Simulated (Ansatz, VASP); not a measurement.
**LaHg2 in VASP and in Ansatz**

```
CELL_PARAMETERS angstrom
4.95800 0.00000 0.00000
-2.47900 4.29375 0.00000
0.00000 0.00000 3.64000
ATOMIC_POSITIONS crystal
La 0.00000 0.00000 0.00000
Hg 0.33333 0.66667 0.50000
Hg 0.66667 0.33333 0.50000
```

Alike in both runs: task electric field gradients; functional LDA; k mesh 8 × 8 × 9; occupations fermi-dirac, width 0.08 eV; no spin polarisation.

|  | VASP | Ansatz |
| --- | --- | --- |
| version | VASP 6.6.1 | Ansatz 0.2.0 |
| potentials or method | VASP PAW LDA potentials, release 64 (La, Hg), cutoff 520 eV | all-electron PAW with datasets made for the crystal, scalar-relativistic |

```csv
,VASP,Ansatz,Ansatz less VASP
pressure (GPa),-2.6,-3.0,-0.42
"traceless stress, the component that is largest in VASP (GPa)",-0.87,-0.59,+0.275
size of Vzz on the site where it differs most (V/Å²),314.5,277.8,-36.68
```

LDA's correlation is that of Perdew and Zunger in VASP and of Perdew and Wang (1992) in Ansatz. Ansatz ran all-electron here, and VASP with PAW potentials.

Neither program's run includes spin-orbit coupling.
